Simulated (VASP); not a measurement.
Here is a VASP 6.6.1 calculation.

The input INCAR:

```
PREC = Accurate ; ENCUT = 520
EDIFF = 1E-6 ; ISMEAR = 0
SIGMA = 0.15 ; LREAL = False
LASPH = True ; NELM = 80
ALGO = Normal ; ISIF = 2
LWAVE = False ; LCHARG = False
NBANDS = 10
```

File KPOINTS:

```
regular mesh
0
Gamma
  22 22 22
```

File POSCAR:

```
Ir
1.0
    0.0000000000      1.9722871026      1.8257461709
    1.9722871026      0.0000000000      1.8257461709
    1.9722871026      1.9722871026      0.0000000000
Ir
1
Direct
    0.0000000000      0.0000000000      0.0000000000
```

Potentials or basis: VASP PAW LDA potentials, release 64 (Ir).

The run is started by

```bash
$ cat potpaw_LDA.64/Ir/POTCAR > POTCAR
$ mpirun -np 1 vasp_std > vasp.out
```

Problem. Predict the pressure.

Solution. -6.2 GPa.

Problem. Predict the band gap on the k mesh.

Solution. Zero (an odd number of electrons rules out a gap without spin polarisation).

Stress tensor (GPa, compression positive):
```
-15.08   0.00   0.00
  0.00 -15.08   0.00
  0.00   0.00  11.51
```

Caveat: the stress differs along the axes, from -15 to 12 GPa; spin-orbit coupling is left out, which moves the levels of the heavy elements.
